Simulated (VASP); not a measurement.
Here is a VASP 6.6.1 calculation.

File INCAR:

```
PREC     = Accurate       # precision mode
ENCUT    = 520            # plane-wave cutoff, eV
EDIFF    = 1E-7           # SCF threshold, eV
ISMEAR   = -1             # smearing method
SIGMA    = 0.03           # smearing width, eV
LREAL    = F              # projectors in reciprocal space
LASPH    = T              # aspherical terms in the spheres
NELM     = 60             # most SCF steps
ALGO     = Normal         # electronic algorithm
ISIF     = 2              # what is computed and relaxed
LWAVE    = F              # write WAVECAR
LCHARG   = F              # write CHGCAR
NBANDS   = 12             # bands
```

File KPOINTS:

```
regular mesh
0
Gamma
  13 13 13
```

Contents of POSCAR:

```
Nb
1.0
    0.0000000000      2.1564811194      2.1564811194
    2.1564811194      0.0000000000      2.1564811194
    2.1564811194      2.1564811194      0.0000000000
Nb
1
Direct
    0.0000000000      0.0000000000      0.0000000000
```

Potentials or basis: VASP PAW LDA potentials, release 64 (Nb_sv).

Launch:

```console
$ cat potpaw_LDA.64/Nb_sv/POTCAR > POTCAR
$ mpirun -np 1 vasp_std > vasp.out
```

**Question.** What does it give for the pressure?

**Answer.** -17.9 GPa.
